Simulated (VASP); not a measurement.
A run of VASP 6.6.1:

Contents of INCAR:

```
PREC = Accurate ; ENCUT = 600
EDIFF = 1E-6 ; ISMEAR = 0
SIGMA = 0.15 ; LREAL = False
LASPH = True ; NELM = 120
ALGO = Normal ; ISIF = 2
LWAVE = False ; LCHARG = False
GGA = PS ; NBANDS = 14
GGA_COMPAT = False
```

File KPOINTS:

```
Automatic mesh
0
Gamma
  22 22 22
```

Contents of POSCAR:

```
HfN
1.0
    0.0000000000      2.3070451518      2.1382369700
    2.3070451518      0.0000000000      2.1382369700
    2.3070451518      2.3070451518      0.0000000000
Hf N
1 1
Direct
    0.0000000000      0.0000000000      0.0000000000
    0.5000000000      0.5000000000      0.5000000000
```

Potentials or basis: VASP PAW PBE potentials, release 64 (Hf_pv, N).

The run is started by

```console
$ cat potpaw_PBE.64/Hf_pv/POTCAR potpaw_PBE.64/N/POTCAR > POTCAR
$ mpirun -np 1 vasp_std > vasp.out
```

Hardware: 1 thread of Intel(R) Xeon(R) Platinum 8488C (Sapphire Rapids), with other jobs on the host.

**Question.** How long does it take, and how much memory?

**Answer.** Wall time 3.5 min on 1 thread of Intel(R) Xeon(R) Platinum 8488C (Sapphire Rapids), with other jobs on the host, peak memory 0.45 GiB. Counts: scf iterations 12, k points 834.
